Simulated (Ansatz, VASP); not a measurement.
## One calculation of Os2N, two programs

```
CELL_PARAMETERS angstrom
0.00000 3.56863 3.56863
3.56863 0.00000 3.56863
3.56863 3.56863 0.00000
ATOMIC_POSITIONS crystal
Os 0.12500 0.12500 0.12500
Os 0.62500 0.12500 0.12500
Os 0.12500 0.12500 0.62500
Os 0.12500 0.62500 0.12500
N 0.50000 0.50000 0.50000
N 0.75000 0.75000 0.75000
```

Alike in both runs: functional PBE; k mesh 10 × 10 × 10; occupations gaussian, width 0.1 eV; no spin polarisation.

Ansatz relaxed the structure, and its values are those at the end. VASP's run is a single point on that final structure, the one shown.

|  | VASP | Ansatz |
| --- | --- | --- |
| version | VASP 6.6.1 | Ansatz 0.2.0 |
| potentials or method | VASP PAW PBE potentials, release 64 (Os, N), cutoff 520 eV | scalar-relativistic, plane waves, PAW |
| valence electrons in the cell | 42 | 74 |

|  | VASP | Ansatz | Ansatz less VASP |
| --- | --- | --- | --- |
| gap on the k mesh at the Fermi level (eV) | none | none | - |
| pressure (GPa) | 0.0 | 0.0 | -0.04 |

A gap of «none» marks a metal or a gap that the smearing closes. With one functional, cell and mesh, what is left measures potentials, basis and numerics. VASP's potentials hold 42 valence electrons a cell and Ansatz's 74, so a difference there can come from the potentials and not from the codes.

Neither program's run includes spin-orbit coupling.
